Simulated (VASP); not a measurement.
# Pt (P2_1/m) in VASP: notebook, part 2 of 2

VASP 6.6.1.

### Step 3. Single point, PBEsol (mode 4 frozen in at -0.089 Å and mode 5 at -0.022 Å (largest displacements))

INCAR

```
SYSTEM = Pt
ALGO = Fast
EDIFF = 1E-6
ENCUT = 520
GGA = PS
ISIF = 2
ISMEAR = 0
LASPH = .True.
LCHARG = .False.
LREAL = .False.
LWAVE = .False.
NBANDS = 17
NELM = 100
PREC = Accurate
SIGMA = 0.15
```

KPOINTS

```
k-points
0
Gamma
  16 16 12
  0 0 0
```

POSCAR

```
Pt
1.0
    0.0000000000     -1.9589709029     -1.9589709029
    0.0000000000      1.9589709029     -1.9589709029
    3.9179418058      0.0000000000      0.0000000000
Pt
2
Direct
    0.5283312018      0.4830012789      0.5000000000
   -0.0283312018      0.0169987211      0.0000000000
```

Potentials or basis: VASP PAW PBE potentials, release 64 (Pt).

The run is started by

```
$ cat potpaw_PBE.64/Pt/POTCAR > POTCAR
$ mpirun -np 1 vasp_std > vasp.out
```

OUTCAR:

```text
SYSTEM = Pt
   EDIFF = 1E-6
   ENCUT = 520
   GGA = PS
   ISIF = 2
   ISMEAR = 0
   LASPH = .True.
   LREAL = .False.
   NELM = 100
   PREC = Accurate

 ion  position               nearest neighbor table
   1  0.528  0.483  0.500-   2 2.65   2 2.65   2 2.74   2 2.74   2 2.81   2 2.81   2 2.90   2 2.90

   2  0.972  0.017  0.000-   1 2.65   1 2.65   1 2.74   1 2.74   1 2.81   1 2.81   1 2.90   1 2.90

  LATTYP: Found a simple tetragonal cell.
 ALAT       =     2.7704032192
 C/A-ratio  =     1.4142135624

  Lattice vectors:

 A1 = (   0.0000000000,  -1.9589709029,  -1.9589709029)
 A2 = (   0.0000000000,   1.9589709029,  -1.9589709029)
 A3 = (   3.9179418058,   0.0000000000,   0.0000000000)

Analysis of symmetry for initial positions (statically):
=====================================================================
 Subroutine PRICEL returns:
 Original cell was already a primitive cell.

 Routine SETGRP: Setting up the symmetry group for a
 simple tetragonal supercell.

 Subroutine GETGRP returns: Found  4 space group operations
 (whereof  2 operations were pure point group operations)
 out of a pool of 16 trial point group operations.

The static configuration has the point symmetry C_1h.
 The point group associated with its full space group is C_2h.

Analysis of symmetry for dynamics (positions and initial velocities):
=====================================================================
 Subroutine PRICEL returns:
 Original cell was already a primitive cell.

 Routine SETGRP: Setting up the symmetry group for a
 simple tetragonal supercell.

 Subroutine GETGRP returns: Found  4 space group operations
 (whereof  2 operations were pure point group operations)
 out of a pool of 16 trial point group operations.

The dynamic configuration has the point symmetry C_1h.
 The point group associated with its full space group is C_2h.

 Subroutine INISYM returns: Found  4 space group operations
 (whereof  2 operations are pure point group operations),
 and found     1 'primitive' translations

[... 110 lines left out ...]
   EFERMI_NEDOS =   21; number of points for ismear=-14 and -15
   IALGO  =     68    algorithm
   IMIX   =      4    mixing-type and parameters
     AMIX     =   0.40;   BMIX     =  1.00
     AMIX_MAG =   1.60;   BMIX_MAG =  1.00
  volume/ion in A,a.u.               =      15.04       101.46
  Fermi-wavevector in a.u.,A,eV,Ry     =   1.429015  2.700447 27.784245  2.042084
  Thomas-Fermi vector in A             =   2.549015
   LORBIT       =      0    0 simple, 1 ext, 2 COOP (PROOUT), +10 PAW based schemes
   GGA     = PS    functional components
   LHFCALC =     F    Hartree Fock is set to
   AEXX    =    0.0000 exact exchange contribution
   IVDW    =     0    specifies the selected vdW correction
   LEPSILON=     F    determine dielectric tensor
   LRPA    =     F    only Hartree local field effects (RPA)
 non-spin polarized calculation
 RMM-DIIS sequential band-by-band and
 Gauss-broadening in eV      SIGMA  =   0.15
  energy-cutoff  :      520.00
  volume of cell :       30.07
 maximum number of plane-waves:       830
 NGX is ok and might be reduce to    24
   NGX = 11   NGY = 11   NGZ = 15

 number of electron      20.0000001 magnetization

 Free energy of the ion-electron system (eV)
  ---------------------------------------------------
  ext. energy  EPLUGINS =         0.00000000
  ---------------------------------------------------
  free energy    TOTEN  =       -13.84804230 eV

  energy without entropy =      -13.80407121  energy(sigma->0) =      -13.82605675

 E-fermi :  11.1632     XC(G=0): -13.6393

 val. band max:       11.1623024310   @ k =   0.1875   0.0000   0.4167
 cond. band min:      11.1632081589   @ k =  -0.2500   0.1250  -0.1667
 fundamental gap:      0.0009057279
 Fermi energy:        11.1631976870

 k-point     1 :       0.0000    0.0000    0.0000
  band No.  band energies     occupation
      1       0.8280      2.00000
      2       4.0047      2.00000
      3       4.5198      2.00000
      4       7.2357      2.00000
      5       7.2569      2.00000
      6       7.4330      2.00000
[... 457 lines left out ...]
      4       6.7747      2.00000
      5       7.7168      2.00000
      6       7.7640      2.00000
[... 9 lines left out ...]
     16      27.4237      0.00000
     17      28.1920      0.00000

 [... further k-points ...]
[... 5 lines left out ...]
  --------------------------------------------------------------------------------------
  -------------------------------------------------------------------------------------
  Total        0.7521293      0.4683791     -0.0468216      0.0000000     -0.0701405      0.0000000
  in kB       40.0736698     24.9553781     -2.4946697      0.0000000     -3.7371054      0.0000000
  external PRESSURE =      20.8447927 kB  Pullay stress =       0.0000000 kB

 VOLUME and BASIS-vectors are now :
 -----------------------------------------------------------------------------
  energy-cutoff  :      520.00
  volume of cell :       30.07
      direct lattice vectors                 reciprocal lattice vectors
     0.000000000 -1.958970903 -1.958970903     0.000000000 -0.255236052 -0.255236052
     0.000000000  1.958970903 -1.958970903     0.000000000  0.255236052 -0.255236052
     3.917941806  0.000000000  0.000000000     0.255236052  0.000000000  0.000000000

 POSITION                                       TOTAL-FORCE (eV/Angst)
 -----------------------------------------------------------------------------------
      1.95897     -0.08880     -1.98117         0.000000      1.058739      0.189718
      0.00000     -1.87017     -1.93677         0.000000     -1.058739     -0.189718
 -----------------------------------------------------------------------------------
    total drift:                                0.000000     -0.000000      0.000000

  FREE ENERGIE OF THE ION-ELECTRON SYSTEM (eV)
  ---------------------------------------------------
  free  energy   TOTEN  =       -13.8480422955 eV

  energy  without entropy=      -13.8040712069  energy(sigma->0) =      -13.82605675
```

OSZICAR:

```text
N       E                     dE             d eps       ncg     rms          rms(c)
DAV:   1     0.102905935843E+03    0.10291E+03   -0.10276E+04 31468   0.112E+03
DAV:   2    -0.128172670724E+02   -0.11572E+03   -0.10994E+03 33500   0.248E+02
DAV:   3    -0.147366417294E+02   -0.19194E+01   -0.18961E+01 38149   0.320E+01
DAV:   4    -0.147466324217E+02   -0.99907E-02   -0.99893E-02 36775   0.245E+00
DAV:   5    -0.147467283933E+02   -0.95972E-04   -0.95971E-04 38909   0.244E-01    0.194E+01
RMM:   6    -0.139459885223E+02    0.80074E+00   -0.11090E+00 30977   0.787E+00    0.998E+00
RMM:   7    -0.138574729327E+02    0.88516E-01   -0.27708E-01 31934   0.395E+00    0.317E+00
RMM:   8    -0.138491866406E+02    0.82863E-02   -0.42447E-02 32411   0.161E+00    0.113E+00
RMM:   9    -0.138480205197E+02    0.11661E-02   -0.36921E-03 34650   0.456E-01    0.132E-01
RMM:  10    -0.138480546814E+02   -0.34162E-04   -0.45667E-04 34863   0.141E-01    0.124E-01
RMM:  11    -0.138480423720E+02    0.12309E-04   -0.58020E-05 35047   0.517E-02    0.359E-02
RMM:  12    -0.138480419861E+02    0.38585E-06   -0.16564E-05 34650   0.286E-02    0.577E-03
RMM:  13    -0.138480422955E+02   -0.30939E-06   -0.34811E-06 27565   0.116E-02
   1 F= -.13848042E+02 E0= -.13826057E+02  d E =-.439711E-01
```

stdout:

```text
POSCAR found type information on POSCAR Pt
 POSCAR found :  1 types and       2 ions
 scaLAPACK will be used
 -----------------------------------------------------------------------------
|                                                                             |
|                                                                             |
|     You enforced a specific xc type in the INCAR file but a different       |
|     I HOPE YOU KNOW WHAT YOU ARE DOING!                                     |
|                                                                             |
 -----------------------------------------------------------------------------

 LDA part: xc-table for (Slater+PW92), standard interpolation
 POSCAR, INCAR and KPOINTS ok, starting setup
 FFT: planning ... GRIDC
 FFT: planning ... GRID_SOFT
 FFT: planning ... GRID
 WAVECAR not read
 entering main loop
WARNING in EDDRMM: call to ZHEGV failed, returncode =   6  3     17
```

Run time: 4.5 min. Hardware: 1 thread of Intel Xeon Platinum 8259CL at 2.50GHz (Skylake/Cascade Lake), shared host; peak memory 0.47 GiB.

Results:

| Property | Result |
| --- | --- |
| Free energy | -13.8480 eV |
| Pressure | 2.1 GPa |
| Largest force | 1.076 eV/Å |
| Band gap on the k mesh | zero (band 10 reaches 11.70 eV, above the bottom of band 11 at 10.33 eV) |

Forces on the atoms (eV/Å):
```
Pt   0.000  1.059  0.190
Pt   0.000 -1.059 -0.190
```

Levels at points of the mesh, in eV from the Fermi level:
```
           k point  band 6  band 7  band 8  band 9  band 10  band 11  band 12  band 13  band 14  band 15
(0.00, 0.00, 0.00)   -3.73   -1.76   -1.55   -0.05     0.28     0.52     1.71     8.84    11.44    11.61
(0.50, 0.00, 0.00)   -3.98   -2.60   -2.42   -2.34    -1.12     1.49     2.24    10.02    11.46    12.06
(0.00, 0.50, 0.00)   -4.24   -2.47   -2.35   -1.99    -1.31     1.62     2.08    10.28    11.16    12.43
(0.50, 0.50, 0.00)   -0.04    0.34    0.45    0.48     0.54     1.73     2.12     8.62     8.86    11.35
(0.00, 0.00, 0.50)   -3.29   -2.16   -2.16   -1.94    -1.94    -0.74    -0.74    16.06    16.06    16.60
(0.50, 0.00, 0.50)   -3.84   -0.72   -0.72   -0.04    -0.04     0.26     0.26     5.76     5.76    14.30
(0.00, 0.50, 0.50)   -3.79   -0.63   -0.63   -0.11    -0.11     0.13     0.13     5.81     5.81    14.41
(0.50, 0.50, 0.50)   -4.58   -1.89   -1.89    0.50     0.50     6.80     6.80     8.15     8.15     8.42
```

Caveat: the cell differs from its parent crystal (mode 4 frozen in at -0.089 Å and mode 5 at -0.022 Å (largest displacements)); the PAW data sets were made with another functional, which shifts forces and pressure a little; spin-orbit coupling is left out, which moves the levels of the heavy elements.
